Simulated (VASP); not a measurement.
# TiO2 (P4_2/mnm) in VASP: a series of runs

TiO2 is run at these levels: PBE; tasks: single point.

Program: VASP 6.6.1. These are calculated values, not measurements. Logs are shortened: lines on timing, memory, paths and dates and some standing lists are left out, and cuts for length are marked.

**Measured values to compare with.**

From “Shallow Valence Band of Rutile GeO2 and P-type Doping”, 2020, arxiv:2011.08928, for a bulk crystal of TiO2 at 1.6 K: band gap 3.03 eV (direct).

The runs below are set against these values where they give the same quantity.

### 1 The cell of the first run

Symmetry: P4_2/mnm, No. 136, tetragonal system. Conventional cell: a = 4.643 Å, b = 4.643 Å, c = 2.964 Å, α = 90.00°, β = 90.00°, γ = 90.00°. Ti (site symmetry mmm) has 6 O at 1.96 to 2.00 Å within 2.6 Å. O (site symmetry m2m) has 3 Ti at 1.96 to 2.00 Å and 1 O at 2.56 Å within 2.6 Å.

### 2 Single point, PBE

Input file INCAR:

```
  PREC = Accurate
  ENCUT = 520
  EDIFF = 1E-7
  ISMEAR = 0
  SIGMA = 0.02
  LREAL = F
  LASPH = T
  NELM = 100
  ALGO = Normal
  ISIF = 2
  LWAVE = F
  LCHARG = T
  GGA = PE
  LELF = T
  LVHAR = T
  NBANDS = 33
```

Input file KPOINTS:

```
regular mesh
0
Gamma
  6 6 10
```

Input file POSCAR:

```
TiO2
1.0
    4.6432750096      0.0000000000      0.0000000000
    0.0000000000      4.6432750096      0.0000000000
    0.0000000000      0.0000000000      2.9638820257
Ti O
2 4
Direct
    0.0000000000      0.0000000000      0.0000000000
    0.5000000000      0.5000000000      0.5000000000
    0.3051282514      0.3051282514      0.0000000000
    0.1948717486      0.8051282514      0.5000000000
    0.6948717486      0.6948717486      0.0000000000
    0.8051282514      0.1948717486      0.5000000000
```

Potentials or basis: VASP PAW PBE potentials, release 64 (Ti_sv, O).

On the command line:

```sh
> cat potpaw_PBE.64/Ti_sv/POTCAR potpaw_PBE.64/O/POTCAR > POTCAR
> mpirun -np 1 vasp_std > vasp.out
```

OUTCAR:

```text
PREC = Accurate
   ENCUT = 520
   EDIFF = 1E-7
   ISMEAR = 0
   LREAL = F
   LASPH = T
   NELM = 100
   ISIF = 2
   GGA = PE

 ion  position               nearest neighbor table
   1  0.000  0.000  0.000-   4 1.96   6 1.96   4 1.96   6 1.96   5 2.00   3 2.00
   2  0.500  0.500  0.500-   3 1.96   5 1.96   3 1.96   5 1.96   4 2.00   6 2.00
   3  0.305  0.305  0.000-   2 1.96   2 1.96   1 2.00
   4  0.195  0.805  0.500-   1 1.96   1 1.96   2 2.00
   5  0.695  0.695  0.000-   2 1.96   2 1.96   1 2.00
   6  0.805  0.195  0.500-   1 1.96   1 1.96   2 2.00

  LATTYP: Found a simple tetragonal cell.
 ALAT       =     4.6432750096
 C/A-ratio  =     0.6383171403

  Lattice vectors:

 A1 = (   4.6432750096,   0.0000000000,   0.0000000000)
 A2 = (   0.0000000000,   4.6432750096,   0.0000000000)
 A3 = (   0.0000000000,   0.0000000000,   2.9638820257)

Analysis of symmetry for initial positions (statically):
=====================================================================
 Subroutine PRICEL returns:
 Original cell was already a primitive cell.

 Routine SETGRP: Setting up the symmetry group for a
 simple tetragonal supercell.

 Subroutine GETGRP returns: Found 16 space group operations
 (whereof  8 operations were pure point group operations)
 out of a pool of 16 trial point group operations.

The static configuration has the point symmetry D_2h.
 The point group associated with its full space group is D_4h.

Analysis of symmetry for dynamics (positions and initial velocities):
=====================================================================
 Subroutine PRICEL returns:
 Original cell was already a primitive cell.

 Routine SETGRP: Setting up the symmetry group for a
 simple tetragonal supercell.

 Subroutine GETGRP returns: Found 16 space group operations
 (whereof  8 operations were pure point group operations)
 out of a pool of 16 trial point group operations.

The dynamic configuration has the point symmetry D_2h.
 The point group associated with its full space group is D_4h.

 Subroutine INISYM returns: Found 16 space group operations
 (whereof  8 operations are pure point group operations),
 and found     1 'primitive' translations

----------------------------------------------------------------------------------------

                                     Primitive cell

  volume of cell :      63.9013

  direct lattice vectors                    reciprocal lattice vectors
     4.643275010  0.000000000  0.000000000     0.215365232  0.000000000  0.000000000
     0.000000000  4.643275010  0.000000000     0.000000000  0.215365232  0.000000000
     0.000000000  0.000000000  2.963882026     0.000000000  0.000000000  0.337395345

  length of vectors
     4.643275010  4.643275010  2.963882026     0.215365232  0.215365232  0.337395345

  position of ions in fractional coordinates (direct lattice)
     0.000000000  0.000000000  0.000000000
     0.500000000  0.500000000  0.500000000
     0.305128251  0.305128251  0.000000000
     0.194871749  0.805128251  0.500000000
     0.694871749  0.694871749  0.000000000
     0.805128251  0.194871749  0.500000000

  ion indices of the primitive-cell ions
   primitive index   ion index
                 1           1
                 2           2
                 3           3
                 4           4
                 5           5
                 6           6

----------------------------------------------------------------------------------------

 KPOINTS: regular mesh

Automatic generation of k-mesh.
 Grid dimensions read from file:
 generate k-points for:    6    6   10

 Generating k-lattice:

  Cartesian coordinates                     Fractional coordinates (reciprocal lattice)
     0.035894205  0.000000000  0.000000000     0.166666667  0.000000000  0.000000000
     0.000000000  0.035894205  0.000000000     0.000000000  0.166666667  0.000000000
     0.000000000  0.000000000  0.033739535     0.000000000  0.000000000  0.100000000

  Length of vectors
     0.035894205  0.035894205  0.033739535

  Shift w.r.t. Gamma in fractional coordinates (k-lattice)
     0.000000000  0.000000000  0.000000000

 Subroutine IBZKPT returns following result:
 ===========================================

 Found     60 irreducible k-points:

 Following reciprocal coordinates:
            Coordinates               Weight
  0.000000  0.000000  0.000000      1.000000
  0.166667  0.000000  0.000000      4.000000
  0.333333  0.000000  0.000000      4.000000
  0.500000  0.000000  0.000000      2.000000
  0.166667  0.166667  0.000000      4.000000
  0.333333  0.166667  0.000000      8.000000
[... 16 lines left out ...]
  0.333333  0.000000  0.200000      8.000000
  0.500000  0.000000  0.200000      4.000000
 [... further k-points ...]
   k-points           NKPTS =     60   k-points in BZ     NKDIM =     60   number of bands    NBANDS=     33
   number of dos      NEDOS =    301   number of ions     NIONS =      6
   total plane-waves  NPLWV =  31104
   dimension x,y,z NGX =    36 NGY =   36 NGZ =   24
   dimension x,y,z NGXF=    72 NGYF=   72 NGZF=   48
   ions per type =               2   4
   NGX,Y,Z   is equivalent  to a cutoff of  12.89, 12.89, 13.46 a.u.
   NGXF,Y,Z  is equivalent  to a cutoff of  25.78, 25.78, 26.92 a.u.
 SYSTEM =  unknown system
   PREC   = accura    normal or accurate (medium, high low for compatibility)
   ISTART =      0    job   : 0-new  1-cont  2-samecut
   ICHARG =      2    charge: 1-file 2-atom 10-const
   ISPIN  =      1    spin polarized calculation?
   LNONCOLLINEAR =      F non collinear calculations
   LSORBIT =      F    spin-orbit coupling
   LASPH  =      T    aspherical Exc in radial PAW
   ENCUT  =  520.0 eV  38.22 Ry    6.18 a.u.   8.63  8.63  5.51*2*pi/ulx,y,z
   NELM   =    100;   NELMIN=  2; NELMDL= -5     # of ELM steps
   EDIFF  = 0.1E-06   stopping-criterion for ELM
   LREAL  =      F    real-space projection
   EDIFFG = 0.1E-05   stopping-criterion for IOM
   NSW    =      0    number of steps for IOM
   IBRION =     -1    ionic relax: 0-MD 1-quasi-New 2-CG
   NFREE  =      0    steps in history (QN), initial steepest desc. (CG)
   ISIF   =      2    stress and relaxation
   ISYM   =      2    0-nonsym 1-usesym 2-fastsym
   POTIM  = 0.5000    time-step for ionic-motion
   TEBEG  =    0.0;   TEEND  =   0.0 temperature during run
   PSTRESS=    0.0 pullay stress
   NELECT =      48.0000    total number of electrons
   NUPDOWN=      -1.0000    fix difference up-down
   EMIN   =  10.00;   EMAX   =-10.00  energy-range for DOS
   EFERMI =   0.00;   METHOD = LEGACY
   ISMEAR =     0;   SIGMA  =   0.02  broadening in eV -4-tet -1-fermi 0-gaus
   EFERMI_NEDOS =   21; number of points for ismear=-14 and -15
   IALGO  =     38    algorithm
   IMIX   =      4    mixing-type and parameters
     AMIX     =   0.40;   BMIX     =  1.00
     AMIX_MAG =   1.60;   BMIX_MAG =  1.00
  volume/ion in A,a.u.               =      10.65        71.87
  Fermi-wavevector in a.u.,A,eV,Ry     =   1.488168  2.812230 30.132066  2.214644
  Thomas-Fermi vector in A             =   2.601237
   LORBIT       =      0    0 simple, 1 ext, 2 COOP (PROOUT), +10 PAW based schemes
   GGA     = PE    functional components
   LHFCALC =     F    Hartree Fock is set to
   AEXX    =    0.0000 exact exchange contribution
   IVDW    =     0    specifies the selected vdW correction
   LEPSILON=     F    determine dielectric tensor
   LRPA    =     F    only Hartree local field effects (RPA)
 non-spin polarized calculation
 Gauss-broadening in eV      SIGMA  =   0.02
  energy-cutoff  :      520.00
  volume of cell :       63.90
 maximum number of plane-waves:      1748
 NGX is ok and might be reduce to    36
   NGX = 17   NGY = 17   NGZ = 11

 number of electron      48.0000021 magnetization

 Free energy of the ion-electron system (eV)
  ---------------------------------------------------
  ext. energy  EPLUGINS =         0.00000000
  ---------------------------------------------------
  free energy    TOTEN  =       -53.67621569 eV

  energy without entropy =      -53.67621569  energy(sigma->0) =      -53.67621569

 E-fermi :   4.6972     XC(G=0): -11.2846

 val. band max:        4.5769678857   @ k =   0.0000   0.0000   0.0000
 cond. band min:       6.4122389806   @ k =   0.0000   0.0000   0.0000
 fundamental gap:      1.8352710949
 Fermi energy:         4.6971848391

 k-point     1 :       0.0000    0.0000    0.0000
  band No.  band energies     occupation
      1     -52.3820      2.00000
      2     -52.3671      2.00000
      3     -28.6688      2.00000
      4     -28.6688      2.00000
      5     -28.5189      2.00000
      6     -28.5189      2.00000
[... 25 lines left out ...]
     32      11.0482      0.00000
     33      11.0483      0.00000

 k-point     2 :       0.1667    0.0000    0.0000
  band No.  band energies     occupation
      1     -52.3810      2.00000
      2     -52.3681      2.00000
      3     -28.6611      2.00000
      4     -28.6604      2.00000
      5     -28.5282      2.00000
      6     -28.5275      2.00000
[... 25 lines left out ...]
     32      10.9624      0.00000
     33      10.9801      0.00000

 k-point     3 :       0.3333    0.0000    0.0000
  band No.  band energies     occupation
      1     -52.3782      2.00000
      2     -52.3708      2.00000
      3     -28.6407      2.00000
      4     -28.6390      2.00000
      5     -28.5513      2.00000
      6     -28.5495      2.00000
[... 25 lines left out ...]
     32      10.7911      0.00000
     33      10.8250      0.00000

 k-point     4 :       0.5000    0.0000    0.0000
  band No.  band energies     occupation
      1     -52.3745      2.00000
      2     -52.3745      2.00000
      3     -28.6238      2.00000
      4     -28.6238      2.00000
      5     -28.5673      2.00000
      6     -28.5673      2.00000
[... 673 lines left out ...]
     32      10.3503      0.00000
     33      10.5649      0.00000

 k-point    23 :       0.3333    0.0000    0.2000
  band No.  band energies     occupation
      1     -52.3642      2.00000
      2     -52.3582      2.00000
      3     -28.6392      2.00000
      4     -28.6208      2.00000
      5     -28.6025      2.00000
      6     -28.5898      2.00000
[... 25 lines left out ...]
     32       9.9609      0.00000
     33      10.5655      0.00000

 k-point    24 :       0.5000    0.0000    0.2000
  band No.  band energies     occupation
      1     -52.3612      2.00000
      2     -52.3612      2.00000
      3     -28.6318      2.00000
      4     -28.6318      2.00000
      5     -28.5861      2.00000
      6     -28.5861      2.00000
[... 25 lines left out ...]
     32       9.7627      0.00000
     33      10.9152      0.00000

 [... further k-points ...]
[... 5 lines left out ...]
  --------------------------------------------------------------------------------------
  -------------------------------------------------------------------------------------
  Total        0.2221072      0.2221072      0.3507381     -0.0000000      0.0000000      0.0000000
  in kB        5.5688239      5.5688239      8.7939465     -0.0000000      0.0000000      0.0000000
  external PRESSURE =       6.6438648 kB  Pullay stress =       0.0000000 kB

 VOLUME and BASIS-vectors are now :
 -----------------------------------------------------------------------------
  energy-cutoff  :      520.00
  volume of cell :       63.90
      direct lattice vectors                 reciprocal lattice vectors
     4.643275010  0.000000000  0.000000000     0.215365232  0.000000000  0.000000000
     0.000000000  4.643275010  0.000000000     0.000000000  0.215365232  0.000000000
     0.000000000  0.000000000  2.963882026     0.000000000  0.000000000  0.337395345

 POSITION                                       TOTAL-FORCE (eV/Angst)
 -----------------------------------------------------------------------------------
      0.00000      0.00000      0.00000         0.000000      0.000000     -0.000000
      2.32164      2.32164      1.48194         0.000000      0.000000     -0.000000
      1.41679      1.41679      0.00000        -0.020286     -0.020286     -0.000000
      0.90484      3.73843      1.48194         0.020286     -0.020286     -0.000000
      3.22648      3.22648      0.00000         0.020286      0.020286      0.000000
      3.73843      0.90484      1.48194        -0.020286      0.020286     -0.000000
 -----------------------------------------------------------------------------------
    total drift:                                0.000000      0.000000      0.000000

  FREE ENERGIE OF THE ION-ELECTRON SYSTEM (eV)
  ---------------------------------------------------
  free  energy   TOTEN  =       -53.6762156946 eV

  energy  without entropy=      -53.6762156946  energy(sigma->0) =      -53.67621569
```

Run time: 48 s. Hardware: 1 thread of Intel Xeon 6975P-C (Granite Rapids), shared host; peak memory 0.23 GiB.

Results:

```yaml
Free_energy: -53.6762 eV
Pressure: 0.7 GPa
Largest_force: 0.029 eV/Å
Band_gap_on_the_k_mesh: 1.84 eV, direct
```

Forces on the atoms (eV/Å):
```
Ti   0.000  0.000  0.000
Ti   0.000  0.000  0.000
O   -0.020 -0.020  0.000
O    0.020 -0.020  0.000
O    0.020  0.020  0.000
O   -0.020  0.020  0.000
```

### 3 Single point, PBE (volume scaled by 1.03, then relaxed in part)

Input file INCAR:

```
ALGO = Normal ; EDIFF = 1E-6
ENCUT = 520 ; GGA = PE
ISIF = 2 ; ISMEAR = 0
LASPH = True ; LCHARG = True
LELF = True ; LREAL = False
LVHAR = True ; LWAVE = False
NBANDS = 33 ; NELM = 60
PREC = Accurate ; SIGMA = 0.02
```

Input file KPOINTS:

```
k-points
0
Gamma
  6 6 10
```

Input file POSCAR:

```
TiO2
1.0
    4.7020368917      0.0000000000      0.0000000000
    0.0000000000      4.7020368917      0.0000000000
    0.0000000000      0.0000000000      2.9769729357
Ti O
2 4
Direct
    0.0000000000      0.0000000000      0.0000000000
    0.5000000000      0.5000000000      0.5000000000
    0.3064951528      0.3064951528      0.0000000000
    0.1935048472      0.8064951528      0.5000000000
    0.6935048472      0.6935048472      0.0000000000
    0.8064951528      0.1935048472      0.5000000000
```

Potentials or basis: VASP PAW PBE potentials, release 64 (Ti_sv, O).

On the command line:

```sh
> cat potpaw_PBE.64/Ti_sv/POTCAR potpaw_PBE.64/O/POTCAR > POTCAR
> mpirun -np 1 vasp_std > vasp.out
```

Wall time 54 s (1 thread of Intel Xeon 6975P-C (Granite Rapids), shared host); peak memory 0.23 GiB.

Results (log left out):

- Free energy: -53.6511 eV
- Pressure: -4.9 GPa
- Largest force: 0.029 eV/Å
- Band gap on the k mesh: 1.84 eV, direct

Forces in eV/Å, atoms in the order of the input:
```
Ti   0.000  0.000  0.000
Ti   0.000  0.000  0.000
O   -0.020 -0.020  0.000
O    0.020 -0.020  0.000
O    0.020  0.020  0.000
O   -0.020  0.020  0.000
```

Stress tensor (GPa, compression positive):
```
-5.00  0.00  0.00
 0.00 -5.00  0.00
 0.00  0.00 -4.59
```

Levels at points of the mesh, in eV from the valence-band top:
```csv
k point,band 22,band 23,band 24,band 25,band 26,band 27
"(0.00, 0.00, 0.00)",-0.38,-0.38,0.00,1.84,2.13,2.41
"(0.50, 0.00, 0.00)",-1.43,-0.67,-0.67,2.46,2.46,2.88
"(0.50, 0.50, 0.00)",-1.16,-0.97,-0.97,1.87,1.87,2.47
"(0.00, 0.00, 0.50)",-2.04,-1.36,-1.36,2.79,2.79,3.11
"(0.50, 0.00, 0.50)",-1.91,-0.90,-0.90,1.88,1.88,3.13
"(0.50, 0.50, 0.50)",-1.10,-0.66,-0.66,2.48,2.48,3.12
```

 A k mesh can miss the band edges.

### 4 How close it comes

Step 2. Measured gap of TiO2: 3.03 eV (direct; 1.6 K; quoted in “Shallow Valence Band of Rutile GeO2 and P-type Doping”, 2020, arxiv:2011.08928). This calculation gives 1.84 eV (-1.19 eV). 2 values of this kind are on record in papers (3.03 to 3.05 eV); this one was drawn at random among those near their median. The value is that of PBE on a finite k mesh, which can miss the band edges, without temperature or zero-point motion. Semilocal functionals fall short of measured gaps as a rule.
